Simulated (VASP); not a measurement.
NaGeCl3, 5 atoms in the cell. The structure is cubic, space group Pm-3m (No. 221). Conventional cell: a = 5.061 Å, b = 5.061 Å, c = 5.061 Å, α = 90.00°, β = 90.00°, γ = 90.00°. Within 4.7 Å of Na (site symmetry m-3m) lie 12 Cl at 3.58 Å and 8 Ge at 4.38 Å. Ge (site symmetry m-3m) has 6 Cl at 2.53 Å within 3.3 Å. Within 3.3 Å of Cl (site symmetry 4/mmm) lie 2 Ge at 2.53 Å.  This cell differs from its parent crystal: strain -2.5%.

| Quantity | Value |
| --- | --- |
| Program | VASP 6.6.1 |
| Task | single point |
| Functional | PBE |
| Potentials or basis | VASP PAW PBE potentials, release 64 (Na_sv, Ge_d, Cl) |
| Cutoff | 970 eV |
| k mesh | 6 × 6 × 6 |
| Occupations | fermi-dirac, width 0.02 eV |
| Spin | no spin polarisation |
| Dipole correction | no |
| Mended | yes |
| Further INCAR settings | ALGO = Normal; EDIFF = 1e-06; NBANDS = 30 |

Potentials or basis: VASP PAW PBE potentials, release 64 (Na_sv, Ge_d, Cl).

Run with:

```bash
$ cat potpaw_PBE.64/Na_sv/POTCAR potpaw_PBE.64/Ge_d/POTCAR potpaw_PBE.64/Cl/POTCAR > POTCAR
$ mpirun -np 1 vasp_std > vasp.out
```

Hardware: 1 thread of AMD EPYC 9R45 96-Core Processor (Zen 5), with other jobs on the host.

Problem. Estimate the wall time of this run.

Solution. It took 2.1 min on 1 thread of AMD EPYC 9R45 96-Core Processor (Zen 5), on a shared host, peak memory 0.46 GiB. Counts: scf iterations 13, k points 20.
